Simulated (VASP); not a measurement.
The system is LiH.

```
Li H
1.0
     0.00000    1.70919    1.70919
     1.70919    0.00000    1.70919
     1.70919    1.70919    0.00000
Li H
1 1
Direct
  0.00000 0.00000 0.00000
  0.25000 0.25000 0.25000
```

| Property | Result |
| --- | --- |
| Program | VASP 6.6.1 |
| Task | relaxation of cell and atoms |
| Functional | PBE |
| Potentials or basis | VASP PAW PBE potentials, release 64 (Li_sv, H_h) |
| Cutoff | 910 eV |
| k mesh | 12 × 12 × 12 |
| Occupations | fermi-dirac, width 0.02 eV |
| Spin | no spin polarisation |

At the start: pressure 56.5 GPa; volume 4.99 Å³/atom.

Question: How do energy, volume and symmetry change on relaxing?

Answer: Over 5 steps the energy falls by 504.5 meV/atom and the volume is 9.61 Å³/atom (+92.4 %); space group F-43m (No. 216, to 0.05 Å).

The path:
```
step  energy change (eV)  largest force (eV/Å)  pressure (GPa)  volume (Å³)
   1              0.0000                0.0000           56.50         9.99
   2             -0.6538                0.0000           23.75        12.75
   3             -0.9666                0.0000            5.62        16.55
   4             -1.0059                0.0000            1.31        18.45
   5             -1.0090                0.0000            0.05        19.21
```

Final structure:
```
CELL_PARAMETERS angstrom
0.00000 2.12576 2.12576
2.12576 0.00000 2.12576
2.12576 2.12576 0.00000
ATOMIC_POSITIONS crystal
Li 0.00000 0.00000 0.00000
H 0.25000 0.25000 0.25000
```

Caveat: the volume moved by over 15 % at a fixed basis, so the end points are rough.
